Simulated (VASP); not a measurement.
Rh: single point with LDA

The system is Rh.

```
Rh
1.0
     0.00000    2.17214    1.47641
     2.17214    0.00000    1.47641
     2.17214    2.17214    0.00000
Rh
1
Direct
  0.00000 0.00000 0.00000
```

```
Program             : VASP 6.6.1
Task                : single point
Functional          : LDA
Potentials or basis : VASP PAW LDA potentials, release 64 (Rh_pv)
Cutoff              : 520 eV
k mesh              : 22 × 22 × 22
Occupations         : gaussian, width 0.15 eV
Spin                : no spin polarisation
```

The pressure is -6.3 GPa. The band gap on the k mesh is zero (an odd number of electrons rules out a gap without spin polarisation).

Stress tensor (GPa, compression positive):
```
 -2.39   0.00   0.00
  0.00  -2.39   0.00
  0.00   0.00 -14.06
```

Levels at points of the mesh, in eV from the Fermi level:
| k point | band 4 | band 5 | band 6 | band 7 | band 8 | band 9 | band 10 | band 11 |
| --- | --- | --- | --- | --- | --- | --- | --- | --- |
| (0.00, 0.00, 0.00) | -7.75 | -3.15 | -2.82 | -2.82 | -0.73 | -0.19 | 18.16 | 18.16 |
| (0.50, 0.00, 0.00) | -5.90 | -4.59 | -0.44 | 0.03 | 1.40 | 1.65 | 9.52 | 14.45 |
| (0.50, 0.50, 0.00) | -5.89 | -5.86 | 1.07 | 1.07 | 1.21 | 9.00 | 9.00 | 10.26 |
| (0.50, 0.00, 0.50) | -5.88 | -4.21 | -0.84 | -0.17 | 1.11 | 1.57 | 9.07 | 14.85 |

Run time: 3.6 min on 1 thread of Intel Xeon 8259CL, on a shared host, peak memory 0.25 GiB.

Caveat: the stress differs along the axes, from -14 to -2 GPa.
